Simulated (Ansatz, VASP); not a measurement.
## One calculation of Si, two programs

File INCAR:

```
SYSTEM = Si
ALGO = Normal ; DIPOL = 0.5 0.5 0.413
EDIFF = 1E-6 ; ENCUT = 520
GGA = PE ; IDIPOL = 3
ISIF = 2 ; ISMEAR = 0
IVDW = 12 ; LASPH = .True.
LCHARG = .True. ; LDIPOL = .True.
LELF = .True. ; LREAL = .False.
LVACPOTAV = .True. ; LVHAR = .True.
LWAVE = .False. ; NBANDS = 16
NELM = 80 ; PREC = Accurate
SIGMA = 0.1
```

The input KPOINTS:

```
k-points
0
Gamma
  9 9 1
  0 0 0
```

File POSCAR:

```
Si
1.0
    3.8475254748      0.0000000000      0.0000000000
   -1.9237627374      3.3320548028      0.0000000000
    0.0000000000      0.0000000000     18.4415958287
Si
4
Direct
    0.3333333333      0.6666666667      0.2695427207
    0.6666666667      0.3333333333      0.2440135898
    0.6666666667      0.3333333333      0.5824656352
    0.3333333333      0.6666666667      0.5569365043
```

Input for Ansatz:

```yaml
crystal:
  lattice:
    - [3.8475254748, 0.0, 0.0]
    - [-1.9237627374, 3.3320548028, 0.0]
    - [0.0, 0.0, 18.4415958287]
  atoms:
    - { symbol: Si, position: [0.3333333333, 0.6666666667, 0.2695427207] }
    - { symbol: Si, position: [0.6666666667, 0.3333333333, 0.2440135898] }
    - { symbol: Si, position: [0.6666666667, 0.3333333333, 0.5824656352] }
    - { symbol: Si, position: [0.3333333333, 0.6666666667, 0.5569365043] }
basis:
  ecutwfc: 420
kpoints:
  mp_grid: { grid: [9, 9, 1] }
hamiltonian:
  xc: pbe
  pseudopotentials: { kind: paw, azcp: { folder: soft_1 } }
  dispersion: d3bj
scf:
  occupations: { method: gaussian, width: 0.1 }
output:
  forces: true
  eigenvalues: true
  write_density: true
  write_potential: true
  elf: true
  volumetric_format: npy
efield:
  axis: 3
  dipole_correction: true
  ramp_width: 0.04
```

Alike in both runs: task single point; functional PBE; dispersion D3(BJ); k mesh 9 × 9 × 1; occupations gaussian, width 0.1 eV; no spin polarisation.

|  | VASP | Ansatz |
| --- | --- | --- |
| version | VASP 6.6.1 | Ansatz 0.2.0 |
| potentials or method | VASP PAW PBE potentials, release 64 (Si), cutoff 520 eV | scalar-relativistic, plane waves, PAW |
| valence electrons in the cell | 16 | 16 |

Ansatz gave:

```
gap on the k mesh at the Fermi level (eV) : 0.07
least direct gap on the mesh (eV)         : 0.07
rms of the force components (eV/Å)        : 0.020
```

What did VASP give for the same quantities?

gap on the k mesh at the Fermi level (eV): 0.07; least direct gap on the mesh (eV): 0.07; rms of the force components (eV/Å): 0.019.

Atom by atom the forces differ by 0.003 eV/Å (rms over components). Ansatz's warnings: xc potential rough in thin density.
